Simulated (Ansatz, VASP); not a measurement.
**Two plane-wave programs on LiF**

```xyz
2
Lattice="0.0000 1.9350 1.9350 1.9350 0.0000 1.9350 1.9350 1.9350 0.0000" Properties=species:S:1:pos:R:3 pbc="T T T"
Li    0.0000    0.0000    0.0000
F     1.9350    1.9350    1.9350
```

Change from the starting cell: hydrostatic strain -3.0%.

Alike in both runs: task single point; functional PBE; k mesh 10 × 10 × 10; occupations fermi-dirac, width 0.02 eV; no spin polarisation.

|  | VASP | Ansatz |
| --- | --- | --- |
| version | VASP 6.6.1 | Ansatz 0.2.0 |
| potentials or method | VASP PAW PBE potentials, release 64 (Li_sv, F) | plane waves, PAW |
| plane-wave cutoff (eV) | 520 | 420 |
| valence electrons in the cell | 10 | 10 |

|  | VASP | Ansatz | Ansatz less VASP |
| --- | --- | --- | --- |
| gap on the k mesh at the Fermi level (eV) | 10.24 | 10.24 | -0.004 |

Noted on VASP's run: the cutoff is under 1.25 times that of the potentials, so the pressure is a little rough.
